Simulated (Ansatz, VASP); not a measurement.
# One calculation of Rh, two programs

The input INCAR:

```
SYSTEM = Rh
ALGO = Fast
EDIFF = 1E-7
ENCUT = 520
GGA = PS
ISIF = 2
ISMEAR = 0
LASPH = .True.
LCHARG = .False.
LREAL = .False.
LWAVE = .False.
NBANDS = 38
NELM = 80
PREC = Accurate
SIGMA = 0.1
```

File KPOINTS:

```
k-points
0
Gamma
  24 24 6
  0 0 0
```

The input POSCAR:

```
Rh
1.0
    2.6754312338      0.0000000000      0.0000000000
   -1.3377156169      2.3169914146      0.0000000000
    0.0000000000      0.0000000000      8.7271387757
Rh
4
Direct
    0.0000000000      0.0000000000      0.0000000000
    0.3333333333      0.6666666667      0.2500000000
    0.0000000000      0.0000000000      0.5000000000
    0.6666666667      0.3333333333      0.7500000000
```

Input for Ansatz:

```yaml
crystal:
  lattice:
    - [2.6754312339, 0.0, 0.0]
    - [-1.3377156169, 2.3169914146, 0.0]
    - [0.0, 0.0, 8.7271387796]
  atoms:
    - { symbol: Rh, position: [0.0, 0.0, 0.0] }
    - { symbol: Rh, position: [0.3333333333, 0.6666666667, 0.25] }
    - { symbol: Rh, position: [0.0, 0.0, 0.5] }
    - { symbol: Rh, position: [0.6666666667, 0.3333333333, 0.75] }
basis:
  ecutwfc: 420
kpoints:
  mp_grid: { grid: [24, 24, 6] }
hamiltonian:
  xc: pbesol
scf:
  occupations: { method: gaussian, width: 0.1 }
output:
  forces: true
  stress: true
  eigenvalues: true
```

Alike in both runs: task single point; functional PBEsol; k mesh 24 × 24 × 6; occupations gaussian, width 0.1 eV; no spin polarisation.

|  | VASP | Ansatz |
| --- | --- | --- |
| version | VASP 6.6.1 | Ansatz 0.2.0 |
| potentials or method | VASP PAW PBE potentials, release 64 (Rh_pv), cutoff 520 eV | scalar-relativistic, plane waves, PAW |
| valence electrons in the cell | 60 | 68 |

```csv
,VASP,Ansatz,Ansatz less VASP
gap on the k mesh at the Fermi level (eV),none,none,-
pressure (GPa),-0.1,0.0,+0.07
```

VASP's potentials were made for PBE, not for PBEsol. A gap of «none» marks a metal or a gap that the smearing closes. VASP's potentials hold 60 valence electrons a cell and Ansatz's 68, so a difference there can come from the potentials and not from the codes.
